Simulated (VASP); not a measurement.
# AlCo (Pm-3m) in VASP: notebook, part 2 of 2

VASP 6.6.1.

## Step 4: Single point, PBE, collinear spin, ferromagnetic start

Input file INCAR:

```
SYSTEM = AlCo
  PREC = Accurate
  ENCUT = 520
  EDIFF = 1E-6
  ISMEAR = 0
  SIGMA = 0.1
  LREAL = .FALSE.
  LASPH = .TRUE.
  NELM = 150
  ALGO = Normal
  ISIF = 2
  LWAVE = .FALSE.
  LCHARG = .FALSE.
  ISPIN = 2
  MAGMOM = 0 2.5
  LORBIT = 11
  LMAXMIX = 4
  GGA = PE
  NBANDS = 17
```

Input file KPOINTS:

```
Automatic mesh
0
G
  9 9 9
  0 0 0
```

Input file POSCAR:

```
AlCo
1.0
    2.8194000000      0.0000000000      0.0000000000
    0.0000000000      2.8194000000      0.0000000000
    0.0000000000      0.0000000000      2.8194000000
Al Co
1 1
Direct
    0.0000000000      0.0000000000      0.0000000000
    0.5000000000      0.5000000000      0.5000000000
```

Launch:

```bash
cat potpaw_PBE.64/Al/POTCAR potpaw_PBE.64/Co/POTCAR > POTCAR
mpirun -np 1 vasp_std > vasp.out
```

Run time: 26 s. Hardware: 1 thread of AMD EPYC 7R13 (Zen 3), shared host; peak memory 0.13 GiB.

Results (log left out):

```
Free energy                                           : -11.9786 eV
Pressure                                              : 6.5 GPa
Band gap on the k mesh                                : zero (filled and empty bands overlap)
Net moment                                            : 0.00 μB per cell
Valence electrons inside the program's atomic spheres : Al 0.84; Co 8.51
```

Levels at points of the mesh, in eV from the Fermi level:
Spin up:
| k point | band 3 | band 4 | band 5 | band 6 | band 7 | band 8 | band 9 | band 10 |
| --- | --- | --- | --- | --- | --- | --- | --- | --- |
| (0.00, 0.00, 0.00) | -3.11 | -0.88 | -0.88 | -0.88 | 6.13 | 6.13 | 6.13 | 8.87 |
Spin down:
| k point | band 2 | band 3 | band 4 | band 5 | band 6 | band 7 | band 8 | band 9 | band 10 | band 11 |
| --- | --- | --- | --- | --- | --- | --- | --- | --- | --- | --- |
| (0.00, 0.00, 0.00) | -3.11 | -3.11 | -0.88 | -0.88 | -0.88 | 6.13 | 6.13 | 6.13 | 8.87 | 8.87 |

Caveat: the starting moments collapsed, and a magnetic state may lie lower.

## Step 5: Single point, PBE, collinear spin, ferromagnetic start

Input file INCAR:

```
SYSTEM = AlCo
  PREC = Accurate
  ENCUT = 520
  EDIFF = 1E-6
  ISMEAR = 0
  SIGMA = 0.05
  LREAL = .False.
  LASPH = .True.
  NELM = 150
  ALGO = Normal
  ISIF = 2
  LWAVE = .False.
  LCHARG = .True.
  ISPIN = 2
  MAGMOM = 0 2.5
  LORBIT = 11
  LMAXMIX = 4
  GGA = PE
  LELF = .True.
  LVHAR = .True.
  NBANDS = 17
```

Input file KPOINTS:

```
regular mesh
0
Gamma
  9 9 9
  0 0 0
```

POSCAR is that of step 4.

Potentials or basis: VASP PAW PBE potentials, release 64 (Al, Co).

Launch:

```bash
cat potpaw_PBE.64/Al/POTCAR potpaw_PBE.64/Co/POTCAR > POTCAR
mpirun -np 1 vasp_std > vasp.out
```

OUTCAR:

```text
SYSTEM = AlCo
   PREC = Accurate
   ENCUT = 520
   EDIFF = 1E-6
   ISMEAR = 0
   LREAL = .False.
   LASPH = .True.
   NELM = 150
   ISIF = 2
   ISPIN = 2
   LORBIT = 11
   GGA = PE

 ion  position               nearest neighbor table
   1  0.000  0.000  0.000-   2 2.44   2 2.44   2 2.44   2 2.44   2 2.44   2 2.44   2 2.44   2 2.44

   2  0.500  0.500  0.500-   1 2.44   1 2.44   1 2.44   1 2.44   1 2.44   1 2.44   1 2.44   1 2.44

  LATTYP: Found a simple cubic cell.
 ALAT       =     2.8194000000

  Lattice vectors:

 A1 = (   2.8194000000,   0.0000000000,   0.0000000000)
 A2 = (   0.0000000000,   2.8194000000,   0.0000000000)
 A3 = (   0.0000000000,   0.0000000000,   2.8194000000)

Analysis of symmetry for initial positions (statically):
=====================================================================
 Subroutine PRICEL returns:
 Original cell was already a primitive cell.

 Routine SETGRP: Setting up the symmetry group for a
 simple cubic supercell.

 Subroutine GETGRP returns: Found 48 space group operations
[... 9 lines left out ...]

 Routine SETGRP: Setting up the symmetry group for a
 simple cubic supercell.

 Subroutine GETGRP returns: Found 48 space group operations
 (whereof 48 operations were pure point group operations)
 out of a pool of 48 trial point group operations.

The dynamic configuration has the point symmetry O_h .

Analysis of structural, dynamic, and magnetic symmetry:
=====================================================================
 Subroutine PRICEL returns:
 Original cell was already a primitive cell.

 Routine SETGRP: Setting up the symmetry group for a
 simple cubic supercell.

 Subroutine GETGRP returns: Found 48 space group operations
 (whereof 48 operations were pure point group operations)
 out of a pool of 48 trial point group operations.

The overall configuration has the point symmetry O_h .

 Subroutine INISYM returns: Found 48 space group operations
[... 5 lines left out ...]
                                     Primitive cell

[... 127 lines left out ...]
   NGX = 11   NGY = 11   NGZ = 11

 number of electron      11.9999996 magnetization      -0.0090592

 number of electron      11.9999996 magnetization       0.0002983

 Free energy of the ion-electron system (eV)
  ---------------------------------------------------
  ext. energy  EPLUGINS =         0.00000000
  ---------------------------------------------------
  free energy    TOTEN  =       -11.97790724 eV

  energy without entropy =      -11.97732341  energy(sigma->0) =      -11.97761532

 E-fermi :  10.9966     XC(G=0): -12.4233

 val. band max:       10.9626669476   @ k =   0.4444   0.4444   0.1111
 cond. band min:      11.1331477302   @ k =   0.4444   0.3333   0.0000
 fundamental gap:      0.1704807826
 Fermi energy:        10.9966224850

 spin component 1

 k-point     1 :       0.0000    0.0000    0.0000
  band No.  band energies     occupation
      1      -0.2806      1.00000
      2       7.9110      1.00000
      3       7.9110      1.00000
      4      10.1381      1.00000
      5      10.1381      1.00000
      6      10.1381      1.00000
[... 459 lines left out ...]
      6       9.7506      1.00000
[... 9 lines left out ...]
     16      33.0118      0.00000
     17      34.5754      0.00000

 [... further k-points ...]

 spin component 2

 k-point     1 :       0.0000    0.0000    0.0000
  band No.  band energies     occupation
      1      -0.2807      1.00000
      2       7.9114      1.00000
      3       7.9114      1.00000
      4      10.1385      1.00000
      5      10.1385      1.00000
      6      10.1385      1.00000
[... 459 lines left out ...]
      6       9.7508      1.00000
[... 9 lines left out ...]
     16      33.0117      0.00000
     17      34.5752      0.00000

 [... further k-points ...]
[... 5 lines left out ...]
  --------------------------------------------------------------------------------------
  -------------------------------------------------------------------------------------
  Total        0.9122684      0.9122684      0.9122684     -0.0000000     -0.0000000      0.0000000
  in kB       65.2173446     65.2173446     65.2173446     -0.0000000     -0.0000000      0.0000000
  external PRESSURE =      65.2173446 kB  Pullay stress =       0.0000000 kB

 VOLUME and BASIS-vectors are now :
 -----------------------------------------------------------------------------
  energy-cutoff  :      520.00
  volume of cell :       22.41
      direct lattice vectors                 reciprocal lattice vectors
     2.819400000  0.000000000  0.000000000     0.354685394  0.000000000  0.000000000
     0.000000000  2.819400000  0.000000000     0.000000000  0.354685394  0.000000000
     0.000000000  0.000000000  2.819400000     0.000000000  0.000000000  0.354685394

 POSITION                                       TOTAL-FORCE (eV/Angst)
 -----------------------------------------------------------------------------------
      0.00000      0.00000      0.00000         0.000000      0.000000      0.000000
      1.40970      1.40970      1.40970         0.000000      0.000000      0.000000
 -----------------------------------------------------------------------------------
    total drift:                                0.000000     -0.000000     -0.000000

  FREE ENERGIE OF THE ION-ELECTRON SYSTEM (eV)
  ---------------------------------------------------
  free  energy   TOTEN  =       -11.9779072382 eV

  energy  without entropy=      -11.9773234110  energy(sigma->0) =      -11.97761532

 total charge

# of ion       s       p       d       tot
------------------------------------------
    1        0.399   0.443   0.000   0.842
    2        0.446   0.534   7.533   8.513
--------------------------------------------------
tot          0.845   0.978   7.533   9.355

 magnetization (x)

# of ion       s       p       d       tot
------------------------------------------
    1       -0.000  -0.000   0.000  -0.000
    2       -0.000  -0.000   0.000   0.000
--------------------------------------------------
tot         -0.000  -0.000   0.000   0.000
```

Run time: 29 s. Hardware: 1 thread of AMD EPYC 7R13 (Zen 3), shared host; peak memory 0.13 GiB.

Results:

```
Free energy                                           : -11.9779 eV
Pressure                                              : 6.5 GPa
Band gap on the k mesh                                : zero (filled and empty bands overlap)
Net moment                                            : 0.00 μB per cell
Valence electrons inside the program's atomic spheres : Al 0.84; Co 8.51
```

Levels at points of the mesh, in eV from the Fermi level:
Spin up:
| k point | band 4 | band 5 | band 6 | band 7 | band 8 | band 9 |
| --- | --- | --- | --- | --- | --- | --- |
| (0.00, 0.00, 0.00) | -0.86 | -0.86 | -0.86 | 6.15 | 6.15 | 6.15 |
Spin down:
| k point | band 4 | band 5 | band 6 | band 7 | band 8 | band 9 |
| --- | --- | --- | --- | --- | --- | --- |
| (0.00, 0.00, 0.00) | -0.86 | -0.86 | -0.86 | 6.15 | 6.15 | 6.15 |

Caveat: the starting moments collapsed, and a magnetic state may lie lower.
